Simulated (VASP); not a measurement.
Write the native input for VASP 6.6.1 that does the following.

| Quantity | Value |
| --- | --- |
| Task | electric field gradients |
| Functional | PBE |
| Potentials or basis | VASP PAW PBE potentials, release 64 (Te, Pb_d) |
| Cutoff | 520 eV |
| k mesh | 11 × 11 × 11 |
| Occupations | fermi-dirac, width 0.08 eV |
| Spin | no spin polarisation |
| Dipole correction | no |
| Further INCAR settings | ALGO = Normal; EDIFF = 1e-08; NBANDS = 17 |

The structure of TePb lies in POSCAR:

```
TePb
1.0
    0.0000000000      3.2694653961      3.2694653961
    3.2694653961      0.0000000000      3.2694653961
    3.2694653961      3.2694653961      0.0000000000
Te Pb
1 1
Direct
    0.5000000000      0.5000000000      0.5000000000
    0.0000000000      0.0000000000      0.0000000000
```

This cell differs from its parent crystal: volume scaled by 1.04.

These files were run (other wordings do the same):

INCAR

```
ALGO = Normal
EDIFF = 1E-8
ENCUT = 520
GGA = PE
ISIF = 2
ISMEAR = -1
LASPH = True
LCHARG = False
LEFG = True
LREAL = False
LWAVE = False
NBANDS = 17
NELM = 100
PREC = Accurate
SIGMA = 0.08
```

KPOINTS

```
k-points
0
Gamma
  11 11 11
```

Potentials or basis: VASP PAW PBE potentials, release 64 (Te, Pb_d).

Launch:

```sh
$ cat potpaw_PBE.64/Te/POTCAR potpaw_PBE.64/Pb_d/POTCAR > POTCAR
$ mpirun -np 1 vasp_std > vasp.out
```

Results of the run:

The pressure is 0.5 GPa.

Caveat: without QUAD_EFG the Cq values of the log hold for a quadrupole moment of 1 mb, not for the nuclei.

Run time: 76 s on 1 thread of Intel(R) Xeon(R) Platinum 8259CL CPU @ 2.50GHz (Skylake/Cascade Lake), on a shared host, peak memory 0.24 GiB.
